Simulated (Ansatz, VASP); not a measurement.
**MnO2: VASP beside Ansatz**

```
Mn O
1.0
     2.85658    0.00000    0.00000
    -1.42829    2.47387    0.00000
     0.00000    0.00000    4.60137
Mn O
1 2
Cartesian
  0.0000 0.0000 2.3007
  1.4283 0.8246 1.3515
  0.0000 1.6492 3.2499
```

Alike in both runs: task single point; functional PBE; k mesh 12 × 12 × 6; occupations gaussian, width 0.05 eV; collinear spin.

|  | VASP | Ansatz |
| --- | --- | --- |
| version | VASP 6.6.1 | Ansatz 0.2.0 |
| potentials or method | VASP PAW PBE potentials, release 64 (Mn_pv, O), cutoff 520 eV | scalar-relativistic, plane waves, PAW |
| valence electrons in the cell | 25 | 27 |

VASP gave:

* gap on the k mesh at the Fermi level (eV): 0.81
* pressure (GPa): 5.7
* traceless stress, the component that is largest in VASP (GPa): -0.85
* rms of the force components (eV/Å): 0.146
* net moment per atom (μB): 1.00
* size of the moment on the site where the two differ most (μB): 2.83

Which values does Ansatz return?

gap on the k mesh at the Fermi level (eV): 0.84; pressure (GPa): 4.8; traceless stress, the component that is largest in VASP (GPa): -0.41; rms of the force components (eV/Å): 0.103; net moment per atom (μB): 1.00; size of the moment on the site where the two differ most (μB): 2.49.

Site moments also hang on the region over which each program counts them. Atom by atom the forces differ by 0.043 eV/Å (rms over components). VASP's potentials hold 25 valence electrons a cell and Ansatz's 27, so a difference there can come from the potentials and not from the codes.
